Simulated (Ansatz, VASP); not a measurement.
LiF in VASP and in Ansatz

Contents of INCAR:

```
ALGO = Normal
EDIFF = 1E-7
ENCUT = 520
GGA = PE
ISIF = 2
ISMEAR = -1
LASPH = T
LCHARG = F
LREAL = F
LWAVE = F
NBANDS = 12
NELM = 80
PREC = Accurate
SIGMA = 0.03
```

Contents of KPOINTS:

```
k-points
0
Gamma
  10 10 10
```

File POSCAR:

```
LiF
1.0
    0.0000000000      2.0140000000      1.9535800000
    2.0140000000      0.0000000000      1.9535800000
    2.0140000000      2.0140000000      0.0000000000
Li F
1 1
Direct
    0.0000000000      0.0000000000      0.0000000000
    0.5000000000      0.5000000000      0.5000000000
```

Input for Ansatz:

```yaml
crystal:
  lattice:
    - [0.0, 2.014, 1.95358]
    - [2.014, 0.0, 1.95358]
    - [2.014, 2.014, 0.0]
  atoms:
    - { symbol: Li, position: [0.0, 0.0, 0.0] }
    - { symbol: F, position: [0.5, 0.5, 0.5] }
kpoints:
  mp_grid: { grid: [10, 10, 10] }
  band_path:
    path:
      - [0.0, 0.0, 0.0]
      - [0.0, 0.5, 0.5]
      - [0.25, 0.75, 0.5]
      - [0.0, 0.5, 0.0]
      - [0.0, 0.0, 0.0]
      - [0.5, 0.5, 0.0]
      - [0.3828515251, 0.6171484749, 0.0]
      - [-0.3828515251, 0.3828515251, 0.0]
      - [0.0, 0.0, 0.0]
    npoints: 5
scf:
  occupations: { method: fermi_dirac, width: 0.03 }
hamiltonian:
  xc: pbe
  pseudopotentials: { kind: all_electron, lapw: { basis_error: 0.001 } }
output:
  forces: true
  stress: true
  eigenvalues: true
```

Change from the starting cell: zz strain of -3 %.

Alike in both runs: task single point; functional PBE; k mesh 10 × 10 × 10; occupations fermi-dirac, width 0.03 eV; no spin polarisation.

```csv
,VASP,Ansatz
version,VASP 6.6.1,Ansatz 0.2.0
potentials or method,"VASP PAW PBE potentials, release 64 (Li_sv, F), cutoff 520 eV","all-electron LAPW, scalar-relativistic"
```

```tsv
	VASP	Ansatz	Ansatz less VASP
gap on the k mesh at the Fermi level (eV)	9.34	9.31	-0.026
```

Ansatz ran all-electron here, and VASP with PAW potentials.

Noted on VASP's run: the cutoff is under 1.25 times that of the potentials, so the pressure is a little rough.
